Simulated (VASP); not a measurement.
# Al3Cu (P4/mmm) in VASP: a series of runs

The runs below take Al3Cu through relaxation of cell and atoms, single point, with r2SCAN.

All numbers are computed with VASP 6.6.1; they aren't measurements. Logs are shortened: lines on timing, memory, paths and dates and some standing lists are left out, and cuts for length are marked.

## 1. The cell of the first run

Symmetry: P4/mmm, No. 123, tetragonal system. The conventional cell has a = 2.543 Å, b = 2.543 Å, c = 6.910 Å, α = 90.00°, β = 90.00°, γ = 90.00°. Al (site symmetry 4/mmm) has 12 Al at 2.54 to 2.60 Å within 3.4 Å. Al (site symmetry 4mm) has 4 Cu at 2.40 Å and 9 Al at 2.54 to 3.17 Å within 3.2 Å. Cu (site symmetry 4/mmm) has 8 Al at 2.40 Å and 4 Cu at 2.54 Å within 3.2 Å.

## 2. Relaxation of cell and atoms, r2SCAN, target pressure 60 GPa, at which the enthalpy is minimised

Input file POSCAR:

```
Al3Cu
1.0
    2.5427367311      0.0000000000      0.0000000000
    0.0000000000      2.5427367311      0.0000000000
    0.0000000000      0.0000000000      6.9099270319
Al Cu
3 1
Direct
    0.0000000000      0.0000000000      0.5000000000
    0.5000000000      0.5000000000      0.2290321819
    0.5000000000      0.5000000000      0.7709678181
    0.0000000000      0.0000000000      0.0000000000
```

Input file INCAR.step1:

```
ALGO = Normal ; EDIFF = 1E-4
ENCUT = 600 ; GGA = PE
ISMEAR = 0 ; LASPH = T
LCHARG = F ; LREAL = F
LWAVE = T ; NELM = 100
PREC = Accurate ; SIGMA = 0.1
```

Input file INCAR.step2:

```
ALGO = Normal ; EDIFF = 1E-6
EDIFFG = -0.008 ; ENCUT = 600
IBRION = 2 ; ISIF = 3
ISMEAR = 0 ; ISTART = 1
LASPH = T ; LCHARG = F
LMIXTAU = T ; LREAL = F
LWAVE = F ; METAGGA = R2SCAN
NELM = 100 ; NSW = 70
PREC = Accurate ; PSTRESS = 600.0
SIGMA = 0.1
```

Input file KPOINTS:

```
k-points
0
Gamma
  16 16 6
```

Potentials or basis: VASP PAW PBE potentials, release 64 (Al, Cu).

The run is started by

```
$ cat potpaw_PBE.64/Al/POTCAR potpaw_PBE.64/Cu/POTCAR > POTCAR
$ cp INCAR.step1 INCAR
$ mpirun -np 1 vasp_std > vasp.out
$ cp INCAR.step2 INCAR
$ mpirun -np 1 vasp_std > vasp.out
```

OUTCAR:

```text
EDIFF = 1E-6
   EDIFFG = -0.008
   ENCUT = 600
   IBRION = 2
   ISIF = 3
   ISMEAR = 0
   ISTART = 1
   LASPH = T
   LREAL = F
   METAGGA = R2SCAN
   NELM = 100
   NSW = 70
   PREC = Accurate
   PSTRESS = 600.0

 ion  position               nearest neighbor table
   1  0.000  0.000  0.500-   2 2.60   3 2.60   2 2.60   3 2.60   2 2.60   3 2.60   2 2.60   3 2.60

   2  0.500  0.500  0.229-   4 2.40   4 2.40   4 2.40   4 2.40   1 2.60   1 2.60   1 2.60   1 2.60
                             3 3.17
   3  0.500  0.500  0.771-   4 2.40   4 2.40   4 2.40   4 2.40   1 2.60   1 2.60   1 2.60   1 2.60
                             2 3.17
   4  0.000  0.000  0.000-   2 2.40   3 2.40   2 2.40   3 2.40   2 2.40   3 2.40   2 2.40   3 2.40

  LATTYP: Found a simple tetragonal cell.
 ALAT       =     2.5427367311
 C/A-ratio  =     2.7175157174

  Lattice vectors:

 A1 = (   2.5427367311,   0.0000000000,   0.0000000000)
 A2 = (   0.0000000000,   2.5427367311,   0.0000000000)
 A3 = (   0.0000000000,   0.0000000000,   6.9099270319)

Analysis of symmetry for initial positions (statically):
=====================================================================
 Subroutine PRICEL returns:
 Original cell was already a primitive cell.

 Routine SETGRP: Setting up the symmetry group for a
 simple tetragonal supercell.

 Subroutine GETGRP returns: Found 16 space group operations
 (whereof 16 operations were pure point group operations)
 out of a pool of 16 trial point group operations.

The static configuration has the point symmetry D_4h.

Analysis of symmetry for dynamics (positions and initial velocities):
=====================================================================
 Subroutine PRICEL returns:
 Original cell was already a primitive cell.

 Routine SETGRP: Setting up the symmetry group for a
 simple tetragonal supercell.

 Subroutine GETGRP returns: Found 16 space group operations
 (whereof 16 operations were pure point group operations)
 out of a pool of 16 trial point group operations.

The dynamic configuration has the point symmetry D_4h.

 Subroutine INISYM returns: Found 16 space group operations
 (whereof 16 operations are pure point group operations),
 and found     1 'primitive' translations

----------------------------------------------------------------------------------------

                                     Primitive cell

  volume of cell :      44.6762

  direct lattice vectors                    reciprocal lattice vectors
     2.542736731  0.000000000  0.000000000     0.393277050  0.000000000  0.000000000
     0.000000000  2.542736731  0.000000000     0.000000000  0.393277050  0.000000000
     0.000000000  0.000000000  6.909927032     0.000000000  0.000000000  0.144719328

  length of vectors
     2.542736731  2.542736731  6.909927032     0.393277050  0.393277050  0.144719328

  position of ions in fractional coordinates (direct lattice)
     0.000000000  0.000000000  0.500000000
     0.500000000  0.500000000  0.229032182
     0.500000000  0.500000000  0.770967818
     0.000000000  0.000000000  0.000000000

  ion indices of the primitive-cell ions
   primitive index   ion index
                 1           1
                 2           2
                 3           3
                 4           4

----------------------------------------------------------------------------------------

 KPOINTS: k-points

Automatic generation of k-mesh.
 Grid dimensions read from file:
 generate k-points for:   16   16    6

 Generating k-lattice:

  Cartesian coordinates                     Fractional coordinates (reciprocal lattice)
     0.024579816  0.000000000  0.000000000     0.062500000  0.000000000  0.000000000
     0.000000000  0.024579816  0.000000000     0.000000000  0.062500000  0.000000000
     0.000000000  0.000000000  0.024119888     0.000000000  0.000000000  0.166666667

  Length of vectors
     0.024579816  0.024579816  0.024119888

  Shift w.r.t. Gamma in fractional coordinates (k-lattice)
     0.000000000  0.000000000  0.000000000

 Subroutine IBZKPT returns following result:
 ===========================================

 Found    180 irreducible k-points:

 Following reciprocal coordinates:
            Coordinates               Weight
  0.000000  0.000000  0.000000      1.000000
  0.062500  0.000000  0.000000      4.000000
  0.125000  0.000000  0.000000      4.000000
  0.187500  0.000000  0.000000      4.000000
  0.250000  0.000000  0.000000      4.000000
  0.312500  0.000000  0.000000      4.000000
[... 16 lines left out ...]
  0.437500  0.125000  0.000000      8.000000
  0.500000  0.125000  0.000000      4.000000
 [... further k-points ...]
   k-points           NKPTS =    180   k-points in BZ     NKDIM =    180   number of bands    NBANDS=     14
   number of dos      NEDOS =    301   number of ions     NIONS =      4
   total plane-waves  NPLWV =  22400
   dimension x,y,z NGX =    20 NGY =   20 NGZ =   56
   dimension x,y,z NGXF=    40 NGYF=   40 NGZF=  112
   ions per type =               3   1
   NGX,Y,Z   is equivalent  to a cutoff of  13.08, 13.08, 13.47 a.u.
   NGXF,Y,Z  is equivalent  to a cutoff of  26.15, 26.15, 26.95 a.u.
 SYSTEM =  unknown system
   PREC   = accura    normal or accurate (medium, high low for compatibility)
   ISTART =      1    job   : 0-new  1-cont  2-samecut
   ICHARG =      0    charge: 1-file 2-atom 10-const
   ISPIN  =      1    spin polarized calculation?
   LNONCOLLINEAR =      F non collinear calculations
   LSORBIT =      F    spin-orbit coupling
   LASPH  =      T    aspherical Exc in radial PAW
   ENCUT  =  600.0 eV  44.10 Ry    6.64 a.u.   5.08  5.08 13.80*2*pi/ulx,y,z
   NELM   =    100;   NELMIN=  2; NELMDL=  0     # of ELM steps
   EDIFF  = 0.1E-05   stopping-criterion for ELM
   LREAL  =      F    real-space projection
   EDIFFG = -.8E-02   stopping-criterion for IOM
   NSW    =     70    number of steps for IOM
   IBRION =      2    ionic relax: 0-MD 1-quasi-New 2-CG
   NFREE  =      1    steps in history (QN), initial steepest desc. (CG)
   ISIF   =      3    stress and relaxation
   ISYM   =      2    0-nonsym 1-usesym 2-fastsym
   POTIM  = 0.5000    time-step for ionic-motion
   TEBEG  =    0.0;   TEEND  =   0.0 temperature during run
   PSTRESS=  600.0 pullay stress
   NELECT =      20.0000    total number of electrons
   NUPDOWN=      -1.0000    fix difference up-down
   EMIN   =  10.00;   EMAX   =-10.00  energy-range for DOS
   EFERMI =   0.00;   METHOD = LEGACY
   ISMEAR =     0;   SIGMA  =   0.10  broadening in eV -4-tet -1-fermi 0-gaus
   EFERMI_NEDOS =   21; number of points for ismear=-14 and -15
   IALGO  =     38    algorithm
   IMIX   =      4    mixing-type and parameters
     AMIX     =   0.40;   BMIX     =  1.00
     AMIX_MAG =   1.60;   BMIX_MAG =  1.00
  volume/ion in A,a.u.               =      11.17        75.37
  Fermi-wavevector in a.u.,A,eV,Ry     =   1.252351  2.366600 21.339148  1.568383
  Thomas-Fermi vector in A             =   2.386255
   LORBIT       =      0    0 simple, 1 ext, 2 COOP (PROOUT), +10 PAW based schemes
   METAGGA = R2SCAN    functional components
   LHFCALC =     F    Hartree Fock is set to
   AEXX    =    0.0000 exact exchange contribution
   IVDW    =     0    specifies the selected vdW correction
   LEPSILON=     F    determine dielectric tensor
   LRPA    =     F    only Hartree local field effects (RPA)
 conjugate gradient relaxation of ions
 non-spin polarized calculation
 Gauss-broadening in eV      SIGMA  =   0.10
  energy-cutoff  :      600.00
  volume of cell :       44.68
 maximum number of plane-waves:      1510
   NGX = 11   NGY = 11   NGZ = 27

--------------------------------------- Ionic step        1  -------------------------------------------

 number of electron      19.9999998 magnetization

 Free energy of the ion-electron system (eV)
  ---------------------------------------------------
  ext. energy  EPLUGINS =         0.00000000
  ---------------------------------------------------
  free energy    TOTEN  =       -29.70823191 eV

  energy without entropy =      -29.70057824  energy(sigma->0) =      -29.70440508

------------------------ aborting loop because EDIFF is reached ----------------------------------------

  FORCE on cell =-STRESS in cart. coord.  units (eV):
  Direction    XX          YY          ZZ          XY          YZ          ZX
  --------------------------------------------------------------------------------------
  -------------------------------------------------------------------------------------
  Total       14.1251294     14.1251294     13.9792093      0.0000000     -0.0000000      0.0000000
  in kB      506.5551813    506.5551813    501.3221982      0.0000000     -0.0000000      0.0000000
  external PRESSURE =     -95.1891464 kB  Pullay stress =     600.0000000 kB
[... 103 lines left out ...]
  energy  without entropy=      -29.2392710007  energy(sigma->0) =      -29.24292147

  enthalpy is  TOTEN    =       -13.0195705879 eV   P V=       16.2270013492

[... ionic steps 4 to 11 ...]

--------------------------------------- Ionic step       12  -------------------------------------------

 number of electron      20.0000002 magnetization

------------------------ aborting loop because EDIFF is reached ----------------------------------------
[... 75 lines left out ...]
--------------------------------------- Ionic step       14  -------------------------------------------

 number of electron      20.0000003 magnetization

 Free energy of the ion-electron system (eV)
  ---------------------------------------------------
  ext. energy  EPLUGINS =         0.00000000
  ---------------------------------------------------
  free energy    TOTEN  =       -29.22937301 eV

  energy without entropy =      -29.22236751  energy(sigma->0) =      -29.22587026

 E-fermi :  12.2724     XC(G=0): -13.0833

 val. band max:       12.2613463457   @ k =   0.2500   0.0000   0.5000
 cond. band min:      12.2841769625   @ k =   0.4375   0.3125   0.5000
 fundamental gap:      0.0228306167
 Fermi energy:        12.2724097650

 k-point     1 :       0.0000    0.0000    0.0000
  band No.  band energies     occupation
      1      -2.0269      2.00000
      2       1.1257      2.00000
      3       1.4472      2.00000
      4       6.0110      2.00000
      5       6.2046      2.00000
      6       7.5175      2.00000
      7       7.5175      2.00000
      8       8.1072      2.00000
      9       9.9571      2.00000
     10      13.2715      0.00000
     11      18.9981      0.00000
     12      21.0487      0.00000
     13      21.1735      0.00000
     14      21.1735      0.00000
[... 377 lines left out ...]
      1       3.8758      2.00000
      2       4.3021      2.00000
      3       5.0218      2.00000
      4       6.3217      2.00000
      5       6.3518      2.00000
      6       6.4161      2.00000
      7       7.7498      2.00000
      8       7.7825      2.00000
      9       8.0581      2.00000
     10       9.8355      2.00000
     11      10.4643      2.00000
     12      15.8523      0.00000
     13      17.7933      0.00000
     14      17.8651      0.00000

 [... further k-points ...]

------------------------ aborting loop because EDIFF is reached ----------------------------------------

  FORCE on cell =-STRESS in cart. coord.  units (eV):
  Direction    XX          YY          ZZ          XY          YZ          ZX
  --------------------------------------------------------------------------------------
  -------------------------------------------------------------------------------------
  Total       16.2142580     16.2142580     16.2309146      0.0000000      0.0000000      0.0000000
  in kB      600.3147966    600.3147966    600.9314879      0.0000000      0.0000000      0.0000000
  external PRESSURE =       0.5203604 kB  Pullay stress =     600.0000000 kB
[... 23 lines left out ...]
  energy  without entropy=      -29.2223675129  energy(sigma->0) =      -29.22587026

  enthalpy is  TOTEN    =       -13.0236175044 eV   P V=       16.2057555100

 reached required accuracy - stopping structural energy minimisation
```

Wall time 21 min (1 thread of Intel Xeon 6975P-C (Granite Rapids), shared host); peak memory 0.28 GiB.

What came out:

```
Free energy                                            : -29.2294 eV
Relaxed volume                                         : 10.82 Å³/atom
Relaxed cell                                           : a = 2.517 Å, b = 2.517 Å, c = 6.829 Å, α = 90.00°, β = 90.00°, γ = 90.00°
Space group after relaxing (to 0.05 Å)                 : P4/mmm (No. 123)
Energy change on relaxing (the enthalpy is what falls) : +119.7 meV/atom
Ionic steps                                            : 14
Pressure after relaxing                                : 60.1 GPa
Band gap on the k mesh                                 : zero (band 10 reaches 17.47 eV, above the bottom of band 11 at 10.37 eV)
```

Forces on the atoms (eV/Å):
```
Al   0.000  0.000  0.000
Al   0.000  0.000  0.002
Al   0.000  0.000 -0.002
Cu   0.000  0.000  0.000
```

The path:
```csv
step,energy change (eV),largest force (eV/Å),pressure (GPa),volume (Å³)
1,0.0000,0.2145,50.48,44.68
2,1.7145,0.3256,84.68,40.52
3,0.4617,0.2542,60.01,43.33
4,0.4716,0.2549,60.18,43.30
5,0.4730,0.0792,60.09,43.29
6,0.4749,0.0010,60.13,43.28
7,0.4748,0.0070,59.87,43.29
8,0.4946,0.0040,60.44,43.23
9,0.4788,0.0059,60.16,43.27
10,0.4780,0.0068,59.87,43.28
11,0.4786,0.0056,60.33,43.27
12,0.4783,0.0062,60.06,43.28
13,0.4784,0.0060,60.15,43.28
14,0.4789,0.0021,60.05,43.27
```

Final structure:
```
CELL_PARAMETERS angstrom
2.51727 0.00000 0.00000
0.00000 2.51727 0.00000
0.00000 0.00000 6.82918
ATOMIC_POSITIONS crystal
Al 0.00000 0.00000 0.50000
Al 0.50000 0.50000 0.23178
Al 0.50000 0.50000 0.76822
Cu 0.00000 0.00000 0.00000
```

Caveat: the cell is relaxed towards a set pressure, so the enthalpy falls and the energy may rise; the PAW data sets were made with another functional, which shifts forces and pressure a little.

## 3. Single point, r2SCAN

This run uses another cell than the first one, of 14.60 Å³/atom, 1.307 times its volume.

Input file POSCAR:

```
Al3Cu
1.0
    2.7737808631      0.0000000000      0.0000000000
    0.0000000000      2.7737808631      0.0000000000
    0.0000000000      0.0000000000      7.5918631104
Al Cu
3 1
Direct
    0.0000000000      0.0000000000      0.5000000000
    0.5000000000      0.5000000000      0.2226430009
    0.5000000000      0.5000000000      0.7773569991
    0.0000000000      0.0000000000      0.0000000000
```

Input file INCAR.step1:

```
PREC     = Accurate       # precision mode
ENCUT    = 520            # plane-wave cutoff, eV
ISMEAR   = 0              # smearing method
SIGMA    = 0.1            # smearing width, eV
LREAL    = F              # projectors in reciprocal space
LASPH    = T              # aspherical terms in the spheres
NELM     = 60             # most SCF steps
NBANDS   = 18             # bands
GGA      = PE             # functional
ALGO     = Normal         # electronic algorithm
EDIFF    = 1E-4           # SCF threshold, eV
LWAVE    = T              # write WAVECAR
LCHARG   = F              # write CHGCAR
```

Input file INCAR.step2:

```
PREC     = Accurate       # precision mode
ENCUT    = 520            # plane-wave cutoff, eV
EDIFF    = 1E-7           # SCF threshold, eV
ISMEAR   = 0              # smearing method
SIGMA    = 0.1            # smearing width, eV
LREAL    = F              # projectors in reciprocal space
LASPH    = T              # aspherical terms in the spheres
NELM     = 60             # most SCF steps
ALGO     = Normal         # electronic algorithm
ISIF     = 2              # what is computed and relaxed
LWAVE    = F              # write WAVECAR
LCHARG   = F              # write CHGCAR
METAGGA  = R2SCAN         # meta-GGA
LMIXTAU  = T            
NBANDS   = 18             # bands
ISTART   = 1
```

Input file KPOINTS:

```
regular mesh
0
Gamma
  16 16 6
```

Potentials or basis: VASP PAW PBE potentials, release 64 (Al, Cu).

The run is started by

```
$ cat potpaw_PBE.64/Al/POTCAR potpaw_PBE.64/Cu/POTCAR > POTCAR
$ cp INCAR.step1 INCAR
$ mpirun -np 1 vasp_std > vasp.out
$ cp INCAR.step2 INCAR
$ mpirun -np 1 vasp_std > vasp.out
```

Wall time 10 min (1 thread of Intel Xeon Platinum 8488C (Sapphire Rapids), shared host); peak memory 0.31 GiB.

The run converged. Its results:

| Item | Value |
| --- | --- |
| Free energy | -31.4057 eV |
| Pressure | -0.2 GPa |
| Largest force | 0.017 eV/Å |
| Band gap on the k mesh | zero (band 10 reaches 12.95 eV, above the bottom of band 11 at 6.56 eV) |

Forces on the atoms (eV/Å):
```
Al   0.000  0.000  0.000
Al   0.000  0.000  0.017
Al   0.000  0.000 -0.017
Cu   0.000  0.000  0.000
```

Levels at points of the mesh, in eV from the Fermi level:
```
           k point  band 6  band 7  band 8  band 9  band 10  band 11  band 12  band 13  band 14  band 15
(0.00, 0.00, 0.00)   -3.78   -3.78   -3.39   -2.00     0.53     6.64     7.14     7.14     8.29     9.65
(0.50, 0.00, 0.00)   -4.39   -3.88   -3.84   -3.68    -2.48    -1.96     2.75     4.05     4.29     5.47
(0.50, 0.50, 0.00)   -2.74   -2.74   -0.51   -0.35     0.12     0.12     0.47     0.47     0.64     2.51
(0.00, 0.00, 0.50)   -3.78   -3.78   -3.75   -3.39     4.28     5.85     6.64     7.73     7.73     7.88
(0.50, 0.00, 0.50)   -4.48   -3.88   -3.68   -2.80    -1.12    -1.06     0.06     0.90     9.11     9.11
(0.50, 0.50, 0.50)   -1.97   -1.97   -1.82   -1.82    -0.55    -0.53     0.60     1.93     3.41     3.41
```

Caveat: the PAW data sets were made with another functional, which shifts forces and pressure a little.

## 4. Single point, r2SCAN

This run uses another cell than the first one: it holds 8 atoms, not 4.

Input file POSCAR:

```
Al3Cu
1.0
   -2.7737808631      0.0000000000      0.0000000000
    0.0000000000     -2.7737808631      0.0000000000
    0.0000000000      0.0000000000     15.1837262208
Al Cu
6 2
Direct
    0.0000000000      1.0000000000      0.2500000000
    0.0000000000      1.0000000000      0.7500000000
    0.5000000000      0.5000000000      0.1113215004
    0.5000000000      0.5000000000      0.6113215004
    0.5000000000      0.5000000000      0.3886784996
    0.5000000000      0.5000000000      0.8886784996
    1.0000000000      0.0000000000      0.0000000000
    1.0000000000      0.0000000000      0.5000000000
```

Input file INCAR.step1:

```
  PREC = Accurate
  ENCUT = 520
  ISMEAR = 0
  SIGMA = 0.15
  LREAL = False
  LASPH = True
  NELM = 60
  NBANDS = 30
  GGA = PE
  ALGO = Normal
  EDIFF = 1E-4
  LWAVE = True
  LCHARG = False
```

Input file INCAR.step2:

```
  PREC = Accurate
  ENCUT = 520
  EDIFF = 1E-6
  ISMEAR = 0
  SIGMA = 0.15
  LREAL = False
  LASPH = True
  NELM = 60
  ALGO = Normal
  ISIF = 2
  LWAVE = False
  LCHARG = False
  METAGGA = R2SCAN
  LMIXTAU = True
  NBANDS = 30
  ISTART = 1
```

Input file KPOINTS:

```
regular mesh
0
Gamma
  17 17 3
```

The run is started by

```
$ cat potpaw_PBE.64/Al/POTCAR potpaw_PBE.64/Cu/POTCAR > POTCAR
$ cp INCAR.step1 INCAR
$ mpirun -np 1 vasp_std > vasp.out
$ cp INCAR.step2 INCAR
$ mpirun -np 1 vasp_std > vasp.out
```

It took 22 min on 1 thread of Intel Xeon Platinum 8488C (Sapphire Rapids), shared host; peak memory 0.44 GiB.

It converged, with:

* Free energy: -62.8429 eV
* Pressure: -0.2 GPa
* Largest force: 0.020 eV/Å
* Band gap on the k mesh: zero (band 20 reaches 12.94 eV, above the bottom of band 21 at 6.86 eV)

Forces in eV/Å, atoms in the order of the input:
```
Al   0.000  0.000  0.000
Al   0.000  0.000  0.000
Al   0.000  0.000  0.020
Al   0.000  0.000  0.020
Al   0.000  0.000 -0.020
Al   0.000  0.000 -0.020
Cu   0.000  0.000  0.000
Cu   0.000  0.000  0.000
```

Stress tensor (GPa, compression positive):
```
-0.36  0.00  0.00
 0.00 -0.36  0.00
 0.00  0.00  0.16
```

Levels at points of the mesh, in eV from the Fermi level:
| k point | band 17 | band 18 | band 19 | band 20 | band 21 | band 22 | band 23 | band 24 |
| --- | --- | --- | --- | --- | --- | --- | --- | --- |
| (0.00, 0.00, 0.00) | -3.43 | -2.04 | 0.49 | 4.25 | 5.81 | 6.60 | 6.60 | 7.11 |

Caveat: the PAW data sets were made with another functional, which shifts forces and pressure a little.

(Continued in part 2 of 2.)
